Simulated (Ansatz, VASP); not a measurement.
# One calculation of GaN, two programs

Contents of INCAR:

```
SYSTEM = GaN
  ALGO = Normal
  EDIFF = 1E-6
  ENCUT = 520
  GGA = PE
  ISIF = 2
  ISMEAR = 0
  LASPH = .True.
  LCHARG = .False.
  LREAL = .False.
  LWAVE = .False.
  NBANDS = 16
  NELM = 60
  PREC = Accurate
  SIGMA = 0.01
```

KPOINTS

```
k-points
0
Gamma
  6 6 6
  0 0 0
```

POSCAR

```
GaN
1.0
    0.0000000000      2.2489526240      2.2489526240
    2.2489526240      0.0000000000      2.2489526240
    2.2489526240      2.2489526240      0.0000000000
Ga N
1 1
Direct
    0.0000000000      0.0000000000      0.0000000000
    0.7500000000      0.7500000000      0.7500000000
```

Input for Ansatz:

```yaml
crystal:
  lattice:
    - [0.0, 2.248952624, 2.248952624]
    - [2.248952624, 0.0, 2.248952624]
    - [2.248952624, 2.248952624, 0.0]
  atoms:
    - { symbol: Ga, position: [0.0, 0.0, 0.0] }
    - { symbol: "N", position: [0.75, 0.75, 0.75] }
kpoints:
  mp_grid: { grid: [6, 6, 6] }
hamiltonian:
  xc: pbe
scf:
  occupations: { method: fixed }
  n_extra_bands: 4
output:
  forces: true
  stress: true
  eigenvalues: true
```

Alike in both runs: task single point; functional PBE; k mesh 6 × 6 × 6; no spin polarisation.

```csv
,VASP,Ansatz
version,VASP 6.6.1,Ansatz 0.2.0
potentials or method,"VASP PAW PBE potentials, release 64 (Ga_d, N)","plane waves, PAW"
plane-wave cutoff (eV),520,420
occupations,"gaussian, width 0.01 eV",fixed
valence electrons in the cell,18,18
```

```csv
,VASP,Ansatz,Ansatz less VASP
gap on the k mesh at the Fermi level (eV),1.76,1.75,-0.008
pressure (GPa),6.2,6.2,-0.05
```
